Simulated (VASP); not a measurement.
# SnO (P4/nmm) in VASP: further runs

SnO is run at these levels: PBE; tasks: single point.

Everything below comes from runs of VASP 6.6.1. Logs are shortened: lines on timing, memory, paths and dates and some standing lists are left out, and cuts for length are marked.

## Step 1: The cell of the first run

Symmetry: P4/nmm, No. 129, tetragonal system. The conventional cell has a = 4.014 Å, b = 4.014 Å, c = 4.339 Å, α = 90.00°, β = 90.00°, γ = 90.00°. Sn (site symmetry 4mm) has 4 O at 2.26 Å within 3.0 Å. O (site symmetry -4m2) has 4 Sn at 2.26 Å and 4 O at 2.84 Å within 3.0 Å.

## Step 2: Single point, PBE

INCAR

```
ALGO     = Normal         # electronic algorithm
EDIFF    = 1E-6           # SCF threshold, eV
ENCUT    = 520            # plane-wave cutoff, eV
GGA      = PE             # functional
ISIF     = 2              # what is computed and relaxed
ISMEAR   = 0              # smearing method
LASPH    = True           # aspherical terms in the spheres
LCHARG   = False          # write CHGCAR
LREAL    = False          # projectors in reciprocal space
LWAVE    = False          # write WAVECAR
NBANDS   = 28             # bands
NELM     = 60             # most SCF steps
PREC     = Accurate       # precision mode
SIGMA    = 0.15           # smearing width, eV
```

KPOINTS

```
k-points
0
Gamma
  14 14 12
```

POSCAR

```
SnO
1.0
    4.0136466639      0.0000000000      0.0000000000
    0.0000000000      4.0136466639      0.0000000000
    0.0000000000      0.0000000000      4.3394255593
Sn O
2 2
Direct
    0.0000000000      0.5000000000      0.2385000000
    0.5000000000      0.0000000000      0.7615000000
    0.0000000000      0.0000000000      0.0000000000
    0.5000000000      0.5000000000      0.0000000000
```

Potentials or basis: VASP PAW PBE potentials, release 64 (Sn_d, O).

On the command line:

```bash
> cat potpaw_PBE.64/Sn_d/POTCAR potpaw_PBE.64/O/POTCAR > POTCAR
> mpirun -np 1 vasp_std > vasp.out
```

OUTCAR:

```text
EDIFF = 1E-6
   ENCUT = 520
   GGA = PE
   ISIF = 2
   ISMEAR = 0
   LASPH = True
   LREAL = False
   NELM = 60
   PREC = Accurate

 ion  position               nearest neighbor table
   1  0.000  0.500  0.239-   3 2.26   4 2.26   3 2.26   4 2.26   2 3.51   2 3.51   2 3.51   2 3.51
                             2 3.63   2 3.63   2 3.63   2 3.63
   2  0.500  0.000  0.761-   3 2.26   4 2.26   4 2.26   3 2.26   1 3.51   1 3.51   1 3.51   1 3.51
                             1 3.63   1 3.63   1 3.63   1 3.63
   3  0.000  0.000  0.000-   1 2.26   2 2.26   1 2.26   2 2.26
   4  0.500  0.500  0.000-   1 2.26   2 2.26   2 2.26   1 2.26

  LATTYP: Found a simple tetragonal cell.
 ALAT       =     4.0136466639
 C/A-ratio  =     1.0811678064

  Lattice vectors:

 A1 = (   4.0136466639,   0.0000000000,   0.0000000000)
 A2 = (   0.0000000000,   4.0136466639,   0.0000000000)
 A3 = (   0.0000000000,   0.0000000000,   4.3394255593)

Analysis of symmetry for initial positions (statically):
=====================================================================
 Subroutine PRICEL returns:
 Original cell was already a primitive cell.

 Routine SETGRP: Setting up the symmetry group for a
 simple tetragonal supercell.

 Subroutine GETGRP returns: Found 16 space group operations
 (whereof  8 operations were pure point group operations)
 out of a pool of 16 trial point group operations.

The static configuration has the point symmetry D_2d.
 The point group associated with its full space group is D_4h.

Analysis of symmetry for dynamics (positions and initial velocities):
=====================================================================
 Subroutine PRICEL returns:
 Original cell was already a primitive cell.

 Routine SETGRP: Setting up the symmetry group for a
 simple tetragonal supercell.

 Subroutine GETGRP returns: Found 16 space group operations
 (whereof  8 operations were pure point group operations)
 out of a pool of 16 trial point group operations.

The dynamic configuration has the point symmetry D_2d.
 The point group associated with its full space group is D_4h.

 Subroutine INISYM returns: Found 16 space group operations
 (whereof  8 operations are pure point group operations),
 and found     1 'primitive' translations

[... 96 lines left out ...]
   ENCUT  =  520.0 eV  38.22 Ry    6.18 a.u.   7.46  7.46  8.07*2*pi/ulx,y,z
   NELM   =     60;   NELMIN=  2; NELMDL= -5     # of ELM steps
   EDIFF  = 0.1E-05   stopping-criterion for ELM
   LREAL  =      F    real-space projection
   EDIFFG = 0.1E-04   stopping-criterion for IOM
   NSW    =      0    number of steps for IOM
   IBRION =     -1    ionic relax: 0-MD 1-quasi-New 2-CG
   NFREE  =      0    steps in history (QN), initial steepest desc. (CG)
   ISIF   =      2    stress and relaxation
   ISYM   =      2    0-nonsym 1-usesym 2-fastsym
   POTIM  = 0.5000    time-step for ionic-motion
   TEBEG  =    0.0;   TEEND  =   0.0 temperature during run
   PSTRESS=    0.0 pullay stress
   NELECT =      40.0000    total number of electrons
   NUPDOWN=      -1.0000    fix difference up-down
   EMIN   =  10.00;   EMAX   =-10.00  energy-range for DOS
   EFERMI =   0.00;   METHOD = LEGACY
   ISMEAR =     0;   SIGMA  =   0.15  broadening in eV -4-tet -1-fermi 0-gaus
   EFERMI_NEDOS =   21; number of points for ismear=-14 and -15
   IALGO  =     38    algorithm
   IMIX   =      4    mixing-type and parameters
     AMIX     =   0.40;   BMIX     =  1.00
     AMIX_MAG =   1.60;   BMIX_MAG =  1.00
  volume/ion in A,a.u.               =      17.48       117.94
  Fermi-wavevector in a.u.,A,eV,Ry     =   1.359121  2.568365 25.132801  1.847209
  Thomas-Fermi vector in A             =   2.485896
   LORBIT       =      0    0 simple, 1 ext, 2 COOP (PROOUT), +10 PAW based schemes
   GGA     = PE    functional components
   LHFCALC =     F    Hartree Fock is set to
   AEXX    =    0.0000 exact exchange contribution
   IVDW    =     0    specifies the selected vdW correction
   LEPSILON=     F    determine dielectric tensor
   LRPA    =     F    only Hartree local field effects (RPA)
 non-spin polarized calculation
 Gauss-broadening in eV      SIGMA  =   0.15
  energy-cutoff  :      520.00
  volume of cell :       69.91
 maximum number of plane-waves:      1920
 NGX is ok and might be reduce to    30

 number of electron      40.0000009 magnetization

 Free energy of the ion-electron system (eV)
  ---------------------------------------------------
  ext. energy  EPLUGINS =         0.00000000
  ---------------------------------------------------
  free energy    TOTEN  =       -22.48990060 eV

  energy without entropy =      -22.48989862  energy(sigma->0) =      -22.48989961

 E-fermi :   6.9439     XC(G=0): -10.3197

 val. band max:        6.5457993168   @ k =   0.2143   0.1429   0.0000
 cond. band min:       7.2600281215   @ k =   0.5000   0.5000   0.0000
 fundamental gap:      0.7142288047
 Fermi energy:         6.9439082837

 k-point     1 :       0.0000    0.0000    0.0000
  band No.  band energies     occupation
      1     -14.8475      2.00000
      2     -14.4620      2.00000
      3     -14.4620      2.00000
      4     -14.4313      2.00000
      5     -14.4131      2.00000
      6     -14.3993      2.00000
[... 733 lines left out ...]
     27      14.9728      0.00000
     28      15.5063      0.00000

 [... further k-points ...]

------------------------ aborting loop because EDIFF is reached ----------------------------------------

  FORCE on cell =-STRESS in cart. coord.  units (eV):
  Direction    XX          YY          ZZ          XY          YZ          ZX
  --------------------------------------------------------------------------------------
  -------------------------------------------------------------------------------------
  Total       -0.4006014     -0.4006014      3.0124059      0.0000000      0.0000000      0.0000000
  in kB       -9.1814757     -9.1814757     69.0420301      0.0000000      0.0000000      0.0000000
  external PRESSURE =      16.8930262 kB  Pullay stress =       0.0000000 kB

 VOLUME and BASIS-vectors are now :
 -----------------------------------------------------------------------------
  energy-cutoff  :      520.00
  volume of cell :       69.91
      direct lattice vectors                 reciprocal lattice vectors
     4.013646664  0.000000000  0.000000000     0.249149983  0.000000000  0.000000000
     0.000000000  4.013646664  0.000000000     0.000000000  0.249149983  0.000000000
     0.000000000  0.000000000  4.339425559     0.000000000  0.000000000  0.230445248

 POSITION                                       TOTAL-FORCE (eV/Angst)
 -----------------------------------------------------------------------------------
      0.00000      2.00682      1.03495        -0.000000      0.000000      0.728912
      2.00682      0.00000      3.30447         0.000000     -0.000000     -0.728912
      0.00000      0.00000      0.00000         0.000000     -0.000000      0.000000
      2.00682      2.00682      0.00000         0.000000     -0.000000      0.000000
 -----------------------------------------------------------------------------------
    total drift:                                0.000000      0.000000     -0.000000

  FREE ENERGIE OF THE ION-ELECTRON SYSTEM (eV)
  ---------------------------------------------------
  free  energy   TOTEN  =       -22.4899006039 eV

  energy  without entropy=      -22.4898986238  energy(sigma->0) =      -22.48989961
```

It took 2.5 min on 1 thread of Intel Xeon 6975P-C (Granite Rapids), shared host; peak memory 0.47 GiB.

What came out:

```yaml
Free_energy: -22.4899 eV
Pressure: 1.7 GPa
Largest_force: 0.729 eV/Å
Band_gap_on_the_k_mesh: 0.71 eV (least direct gap 1.61 eV)
```

Forces in eV/Å, atoms in the order of the input:
```
Sn   0.000  0.000  0.729
Sn   0.000  0.000 -0.729
O    0.000  0.000  0.000
O    0.000  0.000  0.000
```

Caveat: the stress differs along the axes, from -1 to 7 GPa; semilocal functionals underestimate gaps, and a narrow one can read as zero; spin-orbit coupling is left out, which moves the levels of the heavy elements.

## Step 3: Single point, PBE

This run uses another cell than the first one, of the same volume but with other edges.

INCAR

```
PREC = Accurate ; ENCUT = 520
EDIFF = 1E-6 ; ISMEAR = 0
SIGMA = 0.15 ; LREAL = False
LASPH = True ; NELM = 100
ALGO = Normal ; ISIF = 2
LWAVE = False ; LCHARG = True
GGA = PE ; LELF = True
LVHAR = True ; NBANDS = 28
```

KPOINTS

```
regular mesh
0
Gamma
  14 14 12
```

POSCAR

```
SnO
1.0
    3.9091545137      0.0000000000      0.0000000000
    0.0000000000      3.9091545137      0.0000000000
    0.0000000000      0.0000000000      4.5745127643
Sn O
2 2
Direct
    0.0000000000      0.5000000000      0.2385000000
    0.5000000000      0.0000000000      0.7615000000
    0.0000000000      0.0000000000      0.0000000000
    0.5000000000      0.5000000000      0.0000000000
```

Potentials or basis: VASP PAW PBE potentials, release 64 (Sn_d, O).

On the command line:

```bash
> cat potpaw_PBE.64/Sn_d/POTCAR potpaw_PBE.64/O/POTCAR > POTCAR
> mpirun -np 1 vasp_std > vasp.out
```

It took 2.9 min on 1 thread of Intel Xeon 6975P-C (Granite Rapids), shared host; peak memory 0.47 GiB.

The run converged. Its results:

```
Free energy            : -22.6310 eV
Pressure               : 3.1 GPa
Largest force          : 0.685 eV/Å
Band gap on the k mesh : 0.40 eV (least direct gap 1.81 eV)
```

Forces on the atoms (eV/Å):
```
Sn   0.000  0.000  0.685
Sn   0.000  0.000 -0.685
O    0.000  0.000  0.000
O    0.000  0.000  0.000
```

Stress tensor (GPa, compression positive):
```
1.67 0.00 0.00
0.00 1.67 0.00
0.00 0.00 5.83
```

Levels at points of the mesh, in eV from the valence-band top:
```csv
k point,band 16,band 17,band 18,band 19,band 20,band 21,band 22,band 23,band 24,band 25
"(0.00, 0.00, 0.00)",-6.04,-3.10,-3.10,-3.10,-0.11,2.20,4.81,4.81,5.00,6.32
"(0.50, 0.00, 0.00)",-4.67,-4.49,-4.49,-2.21,-2.21,3.66,3.66,6.01,6.01,6.17
"(0.50, 0.50, 0.00)",-4.58,-2.42,-2.42,-1.41,-1.41,0.40,0.40,5.15,5.15,8.04
"(0.00, 0.00, 0.50)",-3.22,-3.11,-3.11,-2.70,-1.43,1.44,3.04,3.04,3.39,8.54
"(0.50, 0.00, 0.50)",-5.18,-4.61,-4.61,-1.27,-1.27,3.02,3.02,5.41,5.41,6.87
"(0.50, 0.50, 0.50)",-5.16,-2.45,-2.45,-2.42,-2.42,2.87,2.87,4.66,4.66,5.62
```

Caveat: the cell stands under pressure; semilocal functionals underestimate gaps, and a narrow one can read as zero; spin-orbit coupling is left out, which moves the levels of the heavy elements.
